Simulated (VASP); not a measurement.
# Tl (Pm-3m) in VASP: single point with PBEsol

Aim: the single point of Tl with PBEsol.

Program: VASP 6.6.1. These are calculated values, not measurements. Logs are shortened: lines on timing, memory, paths and dates and some standing lists are left out, and cuts for length are marked.

## (1) The cell of the first run

The structure is cubic, space group Pm-3m (No. 221). Conventional cell: a = 3.107 Å, b = 3.107 Å, c = 3.107 Å, α = 90.00°, β = 90.00°, γ = 90.00°. Within 4.1 Å of Tl (site symmetry m-3m) lie 6 Tl at 3.11 Å.

## (2) Single point, PBEsol

Contents of INCAR:

```
PREC = Accurate ; ENCUT = 520
EDIFF = 1E-6 ; ISMEAR = 0
SIGMA = 0.15 ; LREAL = F
LASPH = T ; NELM = 80
ALGO = Fast ; ISIF = 2
LWAVE = F ; LCHARG = T
GGA = PS ; LELF = T
LVHAR = T ; NBANDS = 12
```

Contents of KPOINTS:

```
regular mesh
0
Gamma
  18 18 18
```

Contents of POSCAR:

```
Tl
1.0
   -1.0357984119      2.0715968238      2.0715968238
    2.0715968238     -1.0357984119      2.0715968238
    2.0715968238      2.0715968238     -1.0357984119
Tl
1
Direct
    0.0000000000      0.0000000000      0.0000000000
```

Potentials or basis: VASP PAW PBE potentials, release 64 (Tl_d).

Launch:

```
> cat potpaw_PBE.64/Tl_d/POTCAR > POTCAR
> mpirun -np 1 vasp_std > vasp.out
```

OUTCAR:

```text
PREC = Accurate
   ENCUT = 520
   EDIFF = 1E-6
   ISMEAR = 0
   LREAL = F
   LASPH = T
   NELM = 80
   ISIF = 2
   GGA = PS

 ion  position               nearest neighbor table
   1  0.000  0.000  0.000-

  LATTYP: Found a simple cubic cell.
 ALAT       =     3.1073952357

  Lattice vectors:

 A1 = (  -1.0357984119,   2.0715968238,   2.0715968238)
 A2 = (   2.0715968238,  -1.0357984119,   2.0715968238)
 A3 = (   2.0715968238,   2.0715968238,  -1.0357984119)

Analysis of symmetry for initial positions (statically):
=====================================================================
 Subroutine PRICEL returns:
 Original cell was already a primitive cell.

 Routine SETGRP: Setting up the symmetry group for a
 simple cubic supercell.

 Subroutine GETGRP returns: Found 48 space group operations
 (whereof 48 operations were pure point group operations)
 out of a pool of 48 trial point group operations.

The static configuration has the point symmetry O_h .

Analysis of symmetry for dynamics (positions and initial velocities):
=====================================================================
 Subroutine PRICEL returns:
 Original cell was already a primitive cell.

 Routine SETGRP: Setting up the symmetry group for a
 simple cubic supercell.

 Subroutine GETGRP returns: Found 48 space group operations
 (whereof 48 operations were pure point group operations)
 out of a pool of 48 trial point group operations.

The dynamic configuration has the point symmetry O_h .

 Subroutine INISYM returns: Found 48 space group operations
 (whereof 48 operations are pure point group operations),
 and found     1 'primitive' translations

----------------------------------------------------------------------------------------

                                     Primitive cell

  volume of cell :      30.0047

  direct lattice vectors                    reciprocal lattice vectors
    -1.035798412  2.071596824  2.071596824    -0.107270980  0.214541961  0.214541961
     2.071596824 -1.035798412  2.071596824     0.214541961 -0.107270980  0.214541961
     2.071596824  2.071596824 -1.035798412     0.214541961  0.214541961 -0.107270980

  length of vectors
     3.107395236  3.107395236  3.107395236     0.321812941  0.321812941  0.321812941

  position of ions in fractional coordinates (direct lattice)
     0.000000000  0.000000000  0.000000000

  ion indices of the primitive-cell ions
[... 75 lines left out ...]
   LREAL  =      F    real-space projection
   EDIFFG = 0.1E-04   stopping-criterion for IOM
   NSW    =      0    number of steps for IOM
   IBRION =     -1    ionic relax: 0-MD 1-quasi-New 2-CG
   NFREE  =      0    steps in history (QN), initial steepest desc. (CG)
   ISIF   =      2    stress and relaxation
   ISYM   =      2    0-nonsym 1-usesym 2-fastsym
   POTIM  = 0.5000    time-step for ionic-motion
   TEBEG  =    0.0;   TEEND  =   0.0 temperature during run
   PSTRESS=    0.0 pullay stress
   NELECT =      13.0000    total number of electrons
   NUPDOWN=      -1.0000    fix difference up-down
   EMIN   =  10.00;   EMAX   =-10.00  energy-range for DOS
   EFERMI =   0.00;   METHOD = LEGACY
   ISMEAR =     0;   SIGMA  =   0.15  broadening in eV -4-tet -1-fermi 0-gaus
   EFERMI_NEDOS =   21; number of points for ismear=-14 and -15
   IALGO  =     68    algorithm
   IMIX   =      4    mixing-type and parameters
     AMIX     =   0.40;   BMIX     =  1.00
     AMIX_MAG =   1.60;   BMIX_MAG =  1.00
  volume/ion in A,a.u.               =      30.00       202.48
  Fermi-wavevector in a.u.,A,eV,Ry     =   1.238776  2.340947 20.879038  1.534566
  Thomas-Fermi vector in A             =   2.373287
   LORBIT       =      0    0 simple, 1 ext, 2 COOP (PROOUT), +10 PAW based schemes
   GGA     = PS    functional components
   LHFCALC =     F    Hartree Fock is set to
   AEXX    =    0.0000 exact exchange contribution
   IVDW    =     0    specifies the selected vdW correction
   LEPSILON=     F    determine dielectric tensor
   LRPA    =     F    only Hartree local field effects (RPA)
 non-spin polarized calculation
 RMM-DIIS sequential band-by-band and
 Gauss-broadening in eV      SIGMA  =   0.15
  energy-cutoff  :      520.00
  volume of cell :       30.00
 maximum number of plane-waves:       840
 NGX is ok and might be reduce to    24
   NGX = 11   NGY = 11   NGZ = 11

 number of electron      12.9999994 magnetization

 Free energy of the ion-electron system (eV)
  ---------------------------------------------------
  ext. energy  EPLUGINS =         0.00000000
  ---------------------------------------------------
  free energy    TOTEN  =        -2.48371157 eV

  energy without entropy =       -2.47788259  energy(sigma->0) =       -2.48079708

 E-fermi :   5.9104     XC(G=0): -10.0464

 val. band max:        5.8713115439   @ k =   0.5000   0.5000   0.5000
 cond. band min:       5.9355414174   @ k =   0.3333   0.1667   0.1111
 fundamental gap:      0.0642298734
 Fermi energy:         5.9104224270

 k-point     1 :       0.0000    0.0000    0.0000
  band No.  band energies     occupation
      1      -6.4065      2.00000
      2      -6.4065      2.00000
      3      -5.1948      2.00000
      4      -5.1948      2.00000
      5      -5.1948      2.00000
      6      -4.1429      2.00000
      7      13.0117      0.00000
      8      13.0117      0.00000
      9      13.0117      0.00000
     10      16.0903      0.00000
     11      17.7388      0.00000
     12      17.7388      0.00000
[... 331 lines left out ...]
 k-point    24 :       0.3333    0.1111    0.0000
  band No.  band energies     occupation
      1      -6.2801      2.00000
      2      -5.8476      2.00000
      3      -5.5282      2.00000
      4      -5.4550      2.00000
      5      -5.2125      2.00000
      6      -1.9527      2.00000
      7       5.4443      1.99999
      8      12.8477      0.00000
      9      15.3049      0.00000
     10      17.8416      0.00000
     11      18.2073      0.00000
     12      21.7376      0.00000

 [... further k-points ...]
[... 5 lines left out ...]
  --------------------------------------------------------------------------------------
  -------------------------------------------------------------------------------------
  Total        0.2132648      0.2132648      0.2132648     -0.0000000      0.0000000      0.0000000
  in kB       11.3878136     11.3878136     11.3878136     -0.0000000      0.0000000      0.0000000
  external PRESSURE =      11.3878136 kB  Pullay stress =       0.0000000 kB

 VOLUME and BASIS-vectors are now :
 -----------------------------------------------------------------------------
  energy-cutoff  :      520.00
  volume of cell :       30.00
      direct lattice vectors                 reciprocal lattice vectors
    -1.035798412  2.071596824  2.071596824    -0.107270980  0.214541961  0.214541961
     2.071596824 -1.035798412  2.071596824     0.214541961 -0.107270980  0.214541961
     2.071596824  2.071596824 -1.035798412     0.214541961  0.214541961 -0.107270980

 POSITION                                       TOTAL-FORCE (eV/Angst)
 -----------------------------------------------------------------------------------
      0.00000      0.00000      0.00000         0.000000     -0.000000      0.000000
 -----------------------------------------------------------------------------------
    total drift:                                0.000000      0.000000      0.000000

  FREE ENERGIE OF THE ION-ELECTRON SYSTEM (eV)
  ---------------------------------------------------
  free  energy   TOTEN  =        -2.4837115676 eV

  energy  without entropy=       -2.4778825893  energy(sigma->0) =       -2.48079708
```

stdout:

```text
POSCAR found type information on POSCAR Tl
 POSCAR found :  1 types and       1 ions
 scaLAPACK will be used
 -----------------------------------------------------------------------------
|                                                                             |
|                                                                             |
|     You enforced a specific xc type in the INCAR file but a different       |
|     I HOPE YOU KNOW WHAT YOU ARE DOING!                                     |
|                                                                             |
 -----------------------------------------------------------------------------

 LDA part: xc-table for (Slater+PW92), standard interpolation
 POSCAR, INCAR and KPOINTS ok, starting setup
 FFT: planning ... GRIDC
 FFT: planning ... GRID_SOFT
 FFT: planning ... GRID
 WAVECAR not read
 entering main loop
```

Wall time 20 s (1 thread of Intel Xeon Platinum 8488C (Sapphire Rapids), shared host); peak memory 0.19 GiB.

Results:

```
Free energy : -2.4837 eV
Pressure    : 1.1 GPa
```

Caveat: the PAW data sets were made with another functional, which shifts forces and pressure a little; spin-orbit coupling is left out, which moves the levels of the heavy elements.
